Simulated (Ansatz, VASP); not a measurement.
# TaAgF3 in VASP and in Ansatz

```
Ta F Ag
1.0
     5.81001    0.00000    0.00000
    -2.90500    5.03162    0.00000
     0.00000   -3.35441    4.80512
Ta F Ag
2 6 2
Direct
  0.00000 0.00000 0.00000
  0.50000 0.00000 0.50000
  0.81080 0.51170 0.75300
  0.24130 0.05210 0.75300
  0.70090 0.94220 0.75300
  0.74130 0.94220 0.25300
  0.20090 0.51170 0.25300
  0.31080 0.05210 0.25300
  0.24920 0.49840 0.74760
  0.74920 0.49840 0.24760
```

Alike in both runs: task single point; functional r2SCAN; k mesh 4 × 4 × 4; occupations fermi-dirac, width 0.1436 eV; no spin polarisation; Hubbard terms Ta d U = 5.0 eV.

```csv
,VASP,Ansatz
version,VASP 6.6.1,Ansatz 0.2.0
potentials or method,"VASP PAW PBE potentials, release 64 (Ta_pv, F, Ag), cutoff 520 eV",PAW plane waves
valence electrons in the cell,86,106
```

```csv
,VASP,Ansatz,Ansatz less VASP
gap on the k mesh at the Fermi level (eV),none,none,-
pressure (GPa),7.9,11.2,+3.21
"traceless stress, the component that is largest in VASP (GPa)",-1.25,-5.92,-4.665
rms of the force components (eV/Å),0.524,0.432,-0.0918
```

VASP's potentials were made for PBE, not for r2SCAN. The programs project onto different local orbitals, so the same U acts differently, and such runs can settle in different states. Atom by atom the forces differ by 0.187 eV/Å (rms over components). A gap of «none» marks a metal or a gap that the smearing closes. VASP's potentials hold 86 valence electrons a cell and Ansatz's 106, so a difference there can come from the potentials and not from the codes. Ansatz's warnings: filled band counts differ across k points, structure snapped to symmetry.

The k mesh is coarse, so the values compare programs but aren't converged. Spin-orbit coupling is off throughout.
